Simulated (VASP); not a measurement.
# BaH (I-4m2) in VASP: single point with PBE

Aim: the single point of BaH with PBE.

Everything below comes from runs of VASP 6.6.1. Logs are shortened: lines on timing, memory, paths and dates and some standing lists are left out, and cuts for length are marked.

### 1 The cell of the first run

The structure is tetragonal, space group I-4m2 (No. 119). The conventional cell has a = 4.211 Å, b = 4.211 Å, c = 5.618 Å, α = 90.00°, β = 90.00°, γ = 90.00°. Within 3.3 Å of Ba (site symmetry -4m2) lie 4 H at 2.53 Å. H (site symmetry -4m2) has 4 Ba at 2.53 Å within 3.3 Å.

### 2 Single point, PBE

INCAR

```
SYSTEM = BaH
  PREC = Accurate
  ENCUT = 520
  EDIFF = 1E-6
  ISMEAR = 0
  SIGMA = 0.1
  LREAL = .False.
  LASPH = .True.
  NELM = 100
  ALGO = Normal
  ISIF = 2
  LWAVE = .False.
  LCHARG = .False.
  GGA = PE
  NBANDS = 12
```

KPOINTS

```
Automatic mesh
0
Gamma
  6 6 6
  0 0 0
```

POSCAR

```
BaH
1.0
   -2.1055553500      2.1055553500      2.8091655400
    2.1055553500     -2.1055553500      2.8091655400
    2.1055553500      2.1055553500     -2.8091655400
Ba H
1 1
Direct
    0.0000000000      0.0000000000      0.0000000000
    0.2500000000      0.7500000000      0.5000000000
```

Potentials or basis: VASP PAW PBE potentials, release 64 (Ba_sv, H).

Launch:

```bash
$ cat potpaw_PBE.64/Ba_sv/POTCAR potpaw_PBE.64/H/POTCAR > POTCAR
$ mpirun -np 1 vasp_std > vasp.out
```

OUTCAR:

```text
SYSTEM = BaH
   PREC = Accurate
   ENCUT = 520
   EDIFF = 1E-6
   ISMEAR = 0
   LREAL = .False.
   LASPH = .True.
   NELM = 100
   ISIF = 2
   GGA = PE

 ion  position               nearest neighbor table
   1  0.000  0.000  0.000-   2 2.53   2 2.53   2 2.53   2 2.53
   2  0.250  0.750  0.500-   1 2.53   1 2.53   1 2.53   1 2.53

  LATTYP: Found a body centered tetragonal cell.
 ALAT       =     4.2111107000
 C/A-ratio  =     1.3341684606

  Lattice vectors:

 A1 = (  -2.1055553500,   2.1055553500,   2.8091655400)
 A2 = (   2.1055553500,  -2.1055553500,   2.8091655400)
 A3 = (   2.1055553500,   2.1055553500,  -2.8091655400)

Analysis of symmetry for initial positions (statically):
=====================================================================
 Subroutine PRICEL returns:
 Original cell was already a primitive cell.

 Routine SETGRP: Setting up the symmetry group for a
 body centered tetragonal supercell.

 Subroutine GETGRP returns: Found  8 space group operations
 (whereof  8 operations were pure point group operations)
 out of a pool of 16 trial point group operations.

The static configuration has the point symmetry D_2d.

Analysis of symmetry for dynamics (positions and initial velocities):
=====================================================================
 Subroutine PRICEL returns:
 Original cell was already a primitive cell.

 Routine SETGRP: Setting up the symmetry group for a
 body centered tetragonal supercell.

 Subroutine GETGRP returns: Found  8 space group operations
 (whereof  8 operations were pure point group operations)
 out of a pool of 16 trial point group operations.

The dynamic configuration has the point symmetry D_2d.

 Subroutine INISYM returns: Found  8 space group operations
 (whereof  8 operations are pure point group operations),
 and found     1 'primitive' translations

----------------------------------------------------------------------------------------

                                     Primitive cell

  volume of cell :      49.8162

  direct lattice vectors                    reciprocal lattice vectors
    -2.105555350  2.105555350  2.809165540     0.000000000  0.237467042  0.177988799
     2.105555350 -2.105555350  2.809165540     0.237467042  0.000000000  0.177988799
     2.105555350  2.105555350 -2.809165540     0.237467042  0.237467042  0.000000000

  length of vectors
     4.093670443  4.093670443  4.093670443     0.296766926  0.296766926  0.335829111

  position of ions in fractional coordinates (direct lattice)
     0.000000000  0.000000000  0.000000000
     0.250000000  0.750000000  0.500000000

[... 82 lines left out ...]
   ISIF   =      2    stress and relaxation
   ISYM   =      2    0-nonsym 1-usesym 2-fastsym
   POTIM  = 0.5000    time-step for ionic-motion
   TEBEG  =    0.0;   TEEND  =   0.0 temperature during run
   PSTRESS=    0.0 pullay stress
   NELECT =      11.0000    total number of electrons
   NUPDOWN=      -1.0000    fix difference up-down
   EMIN   =  10.00;   EMAX   =-10.00  energy-range for DOS
   EFERMI =   0.00;   METHOD = LEGACY
   ISMEAR =     0;   SIGMA  =   0.10  broadening in eV -4-tet -1-fermi 0-gaus
   EFERMI_NEDOS =   21; number of points for ismear=-14 and -15
   IALGO  =     38    algorithm
   IMIX   =      4    mixing-type and parameters
     AMIX     =   0.40;   BMIX     =  1.00
     AMIX_MAG =   1.60;   BMIX_MAG =  1.00
  volume/ion in A,a.u.               =      24.91       168.09
  Fermi-wavevector in a.u.,A,eV,Ry     =   0.989499  1.869883 13.321586  0.979109
  Thomas-Fermi vector in A             =   2.121102
   LORBIT       =      0    0 simple, 1 ext, 2 COOP (PROOUT), +10 PAW based schemes
   GGA     = PE    functional components
   LHFCALC =     F    Hartree Fock is set to
   AEXX    =    0.0000 exact exchange contribution
   IVDW    =     0    specifies the selected vdW correction
   LEPSILON=     F    determine dielectric tensor
   LRPA    =     F    only Hartree local field effects (RPA)
 non-spin polarized calculation
 Gauss-broadening in eV      SIGMA  =   0.10
  energy-cutoff  :      520.00
  volume of cell :       49.82
 maximum number of plane-waves:      1357
   NGX = 15   NGY = 15   NGZ = 15

 number of electron      11.0000002 magnetization

 Free energy of the ion-electron system (eV)
  ---------------------------------------------------
  ext. energy  EPLUGINS =         0.00000000
  ---------------------------------------------------
  free energy    TOTEN  =        -5.65475636 eV

  energy without entropy =       -5.64290504  energy(sigma->0) =       -5.64883070

 E-fermi :   2.7395     XC(G=0):  -8.4327

 val. band max:        2.7339126705   @ k =  -0.1667   0.1667   0.0000
 cond. band min:       2.7500177775   @ k =  -0.1667  -0.1667   0.1667
 fundamental gap:      0.0161051069
 Fermi energy:         2.7394586587

 k-point     1 :       0.0000    0.0000    0.0000
  band No.  band energies     occupation
      1     -25.6286      2.00000
      2     -10.4000      2.00000
      3     -10.4000      2.00000
      4     -10.3926      2.00000
      5      -2.2076      2.00000
      6       4.4832      0.00000
      7       4.4832      0.00000
      8       4.6108      0.00000
      9       4.8261      0.00000
     10       6.5222      0.00000
     11       7.1854      0.00000
     12      11.5141      0.00000
[... 331 lines left out ...]
 k-point    24 :      -0.1667   -0.3333    0.1667
  band No.  band energies     occupation
      1     -25.5330      2.00000
      2     -11.1104      2.00000
      3     -10.5981      2.00000
      4     -10.5734      2.00000
      5      -1.1011      2.00000
      6       2.5228      1.99781
      7       4.4751      0.00000
      8       5.1587      0.00000
      9       6.3386      0.00000
     10       7.7236      0.00000
     11       8.8052      0.00000
     12      11.6911      0.00000

 [... further k-points ...]
[... 5 lines left out ...]
  --------------------------------------------------------------------------------------
  -------------------------------------------------------------------------------------
  Total        1.2113854      1.2113854      1.3231415      0.0000000     -0.0000000      0.0000000
  in kB       38.9602979     38.9602979     42.5545708      0.0000000     -0.0000000      0.0000000
  external PRESSURE =      40.1583889 kB  Pullay stress =       0.0000000 kB

 VOLUME and BASIS-vectors are now :
 -----------------------------------------------------------------------------
  energy-cutoff  :      520.00
  volume of cell :       49.82
      direct lattice vectors                 reciprocal lattice vectors
    -2.105555350  2.105555350  2.809165540     0.000000000  0.237467042  0.177988799
     2.105555350 -2.105555350  2.809165540     0.237467042  0.000000000  0.177988799
     2.105555350  2.105555350 -2.809165540     0.237467042  0.237467042  0.000000000

 POSITION                                       TOTAL-FORCE (eV/Angst)
 -----------------------------------------------------------------------------------
      0.00000      0.00000      0.00000         0.000000      0.000000     -0.000000
      2.10556     -0.00000      1.40458        -0.000000     -0.000000      0.000000
 -----------------------------------------------------------------------------------
    total drift:                                0.000000     -0.000000     -0.000000

  FREE ENERGIE OF THE ION-ELECTRON SYSTEM (eV)
  ---------------------------------------------------
  free  energy   TOTEN  =        -5.6547563649 eV

  energy  without entropy=       -5.6429050446  energy(sigma->0) =       -5.64883070
```

OSZICAR:

```text
N       E                     dE             d eps       ncg     rms          rms(c)
DAV:   1     0.540836428289E+02    0.54084E+02   -0.47917E+03   720   0.755E+02
DAV:   2    -0.390041837564E+01   -0.57984E+02   -0.56126E+02   940   0.145E+02
DAV:   3    -0.633665129278E+01   -0.24362E+01   -0.24195E+01   976   0.304E+01
DAV:   4    -0.637630484450E+01   -0.39654E-01   -0.39572E-01   840   0.370E+00
DAV:   5    -0.637759005586E+01   -0.12852E-02   -0.12851E-02   928   0.528E-01    0.518E+00
DAV:   6    -0.579307381955E+01    0.58452E+00   -0.40287E-01   764   0.329E+00    0.285E+00
DAV:   7    -0.565126884586E+01    0.14180E+00   -0.48821E-01   848   0.330E+00    0.764E-01
DAV:   8    -0.565858864780E+01   -0.73198E-02   -0.57795E-02   776   0.120E+00    0.282E-01
DAV:   9    -0.565463087701E+01    0.39578E-02   -0.10638E-02   780   0.522E-01    0.130E-01
DAV:  10    -0.565483336305E+01   -0.20249E-03   -0.11814E-03   884   0.165E-01    0.666E-02
DAV:  11    -0.565475533026E+01    0.78033E-04   -0.25857E-04   760   0.762E-02    0.198E-02
DAV:  12    -0.565475674965E+01   -0.14194E-05   -0.11592E-05   888   0.182E-02    0.690E-03
DAV:  13    -0.565475636495E+01    0.38470E-06   -0.68151E-07   744   0.642E-03
   1 F= -.56547564E+01 E0= -.56488307E+01  d E =-.118513E-01
```

stdout:

```text
POSCAR found type information on POSCAR BaH
 POSCAR found :  2 types and       2 ions
 scaLAPACK will be used
 LDA part: xc-table for (Slater+PW92), standard interpolation
 POSCAR, INCAR and KPOINTS ok, starting setup
 FFT: planning ... GRIDC
 FFT: planning ... GRID_SOFT
 FFT: planning ... GRID
 WAVECAR not read
 entering main loop
```

It took 13 s on 1 thread of Intel Xeon Platinum 8375C at 2.90GHz (Ice Lake), shared host; peak memory 0.17 GiB.

Results:

| Property | Result |
| --- | --- |
| Free energy | -5.6548 eV |
| Pressure | 4.0 GPa |

Stress tensor (GPa, compression positive):
```
3.90 0.00 0.00
0.00 3.90 0.00
0.00 0.00 4.26
```

Levels at points of the mesh, in eV from the Fermi level:
```
           k point  band 2  band 3  band 4  band 5  band 6  band 7  band 8  band 9  band 10  band 11
(0.00, 0.00, 0.00)  -13.14  -13.14  -13.13   -4.95    1.74    1.74    1.87    2.09     3.78     4.45
(0.50, 0.00, 0.00)  -14.22  -13.30  -13.23   -3.90    1.10    1.50    2.01    4.27     5.49     5.88
(0.50, 0.50, 0.00)  -14.19  -13.50  -13.41   -3.51   -1.18    1.54    5.74    5.79     6.31     6.67
(0.50, 0.50, 0.50)  -14.16  -13.55  -13.55   -3.70   -1.18    1.90    5.78    6.04     6.04     6.64
```

Caveat: spin-orbit coupling is left out, which moves the levels of the heavy elements.
